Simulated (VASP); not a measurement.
The system is NaVP.

```
Na V P
1.0
     3.07126    0.00000    0.00000
     0.00000    3.07126    0.00000
     0.00000    0.00000    6.75686
Na V P
1 1 1
Direct
  0.50000 0.50000 0.00000
  0.50000 0.50000 0.50000
  0.00000 0.00000 0.50000
```

* Program: VASP 6.6.1
* Task: relaxation of cell and atoms
* Functional: PBE
* Potentials or basis: VASP PAW PBE potentials, release 64 (Na_pv, V_sv, P)
* Cutoff: 600 eV
* k mesh: 6 × 6 × 4
* Occupations: gaussian, width 0.1 eV
* Spin: collinear spin, ferromagnetic start
* Starting moments: [0.0, 2.0, 0.0] μB

At the start: pressure 12.4 GPa; volume 21.24 Å³/atom.

Where does the relaxation end?

Over 8 steps the energy falls by 235.6 meV/atom and the volume is 22.56 Å³/atom (+6.2 %); space group P4/mmm (No. 123, to 0.05 Å); moment 2.03 μB per cell.

The path:
| step | energy change (eV) | largest force (eV/Å) | pressure (GPa) | volume (Å³) |
| --- | --- | --- | --- | --- |
| 1 | 0.0000 | 0.0000 | 12.40 | 63.73 |
| 2 | -0.5387 | 0.0000 | -4.58 | 79.60 |
| 3 | -0.6181 | 0.0000 | -0.51 | 74.23 |
| 4 | -0.6210 | 0.0000 | -1.25 | 75.08 |
| 5 | -0.6209 | 0.0000 | -1.05 | 74.84 |
| 6 | -0.6516 | 0.0000 | -0.89 | 73.23 |
| 7 | -0.7062 | 0.0000 | -0.23 | 68.37 |
| 8 | -0.7069 | 0.0000 | -0.11 | 67.67 |

Final structure:
```
Na V P
1.0
     3.35572    0.00000    0.00000
     0.00000    3.35572    0.00000
     0.00000    0.00000    6.00934
Na V P
1 1 1
Direct
  0.50000 0.50000 0.00000
  0.50000 0.50000 0.50000
  0.00000 0.00000 0.50000
```
